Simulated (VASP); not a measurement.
Set up this calculation in VASP 6.6.1, as the native input.

| Item | Value |
| --- | --- |
| Task | single point |
| Functional | BLYP |
| Potentials or basis | VASP PAW PBE potentials, release 64 (Ir) |
| Cutoff | 520 eV |
| k mesh | 11 × 11 × 11 |
| Occupations | fermi-dirac, width 0.1 eV |
| Spin | no spin polarisation |
| Dipole correction | no |
| Further INCAR settings | ALGO = Normal; EDIFF = 1e-07; NBANDS = 16 |

The structure of Ir lies in POSCAR:

```
Ir
1.0
    0.0000000000      2.9376936961      2.9376936961
    2.9376936961      0.0000000000      2.9376936961
    2.9376936961      2.9376936961      0.0000000000
Ir
2
Direct
    0.1250000000      0.1250000000      0.1250000000
    0.8750000000      0.8750000000      0.8750000000
```

This cell differs from its parent crystal: volume scaled by 1.12.

These files were run (other wordings do the same):

INCAR

```
SYSTEM = Ir
AGGAC = 1.0 ; AGGAX = 1.0
ALDAC = 0.0 ; ALDAX = 1.0
ALGO = Normal ; EDIFF = 1E-7
ENCUT = 520 ; GGA = B5
ISIF = 2 ; ISMEAR = -1
LASPH = .TRUE. ; LCHARG = .FALSE.
LREAL = .FALSE. ; LWAVE = .FALSE.
NBANDS = 16 ; NELM = 100
PREC = Accurate ; SIGMA = 0.1
```

KPOINTS

```
k-points
0
G
  11 11 11
  0 0 0
```

Potentials or basis: VASP PAW PBE potentials, release 64 (Ir).

Launch:

```console
$ cat potpaw_PBE.64/Ir/POTCAR > POTCAR
$ mpirun -np 1 vasp_std > vasp.out
```

Results of the run:

```
Pressure               : -12.7 GPa
Band gap on the k mesh : zero (band 9 reaches 4.63 eV, above the bottom of band 10 at 3.54 eV)
```

Caveat: the PAW data sets were made with another functional, which shifts forces and pressure a little; spin-orbit coupling is left out, which moves the levels of the heavy elements.

Run time: 25 s on 1 thread of Intel(R) Xeon(R) 6975P-C (Granite Rapids), with other jobs on the host, peak memory 0.19 GiB.
